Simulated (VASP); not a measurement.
Set up this calculation in VASP 6.6.1, as the native input.

```
Task                   : single point
Functional             : PBE
Potentials or basis    : VASP PAW PBE potentials, release 64 (Ga_d, Ge_d)
Cutoff                 : 520 eV
k mesh                 : 6 × 6 × 6
Occupations            : methfessel-paxton, width 0.1 eV
Spin                   : no spin polarisation
Dipole correction      : no
Further INCAR settings : ALGO = Normal; EDIFF = 1e-07; NBANDS = 36
```

The structure of GaGe3 lies in POSCAR:

```
GaGe3
1.0
    4.2784700000      0.0000000000      0.0000000000
    0.0000000000      4.2784700000      0.0000000000
    0.0000000000      0.0000000000      4.2784700000
Ga Ge
1 3
Direct
    0.0000000000      0.0000000000      0.0000000000
    0.0000000000      0.5000000000      0.5000000000
    0.5000000000      0.0000000000      0.5000000000
    0.5000000000      0.5000000000      0.0000000000
```

These files were run (other wordings do the same):

INCAR

```
SYSTEM = GaGe3
ALGO = Normal ; EDIFF = 1E-7
ENCUT = 520 ; GGA = PE
ISIF = 2 ; ISMEAR = 1
LASPH = .TRUE. ; LCHARG = .FALSE.
LREAL = .FALSE. ; LWAVE = .FALSE.
NBANDS = 36 ; NELM = 80
PREC = Accurate ; SIGMA = 0.1
```

KPOINTS

```
k-points
0
G
  6 6 6
  0 0 0
```

Potentials or basis: VASP PAW PBE potentials, release 64 (Ga_d, Ge_d).

Command:

```console
$ cat potpaw_PBE.64/Ga_d/POTCAR potpaw_PBE.64/Ge_d/POTCAR > POTCAR
$ mpirun -np 1 vasp_std > vasp.out
```

Results of the run:

```
Pressure : 0.0 GPa
```

Run time: 32 s on 1 thread of Intel(R) Xeon(R) Platinum 8175M CPU @ 2.50GHz (Skylake/Cascade Lake), on a shared host, peak memory 0.2 GiB.
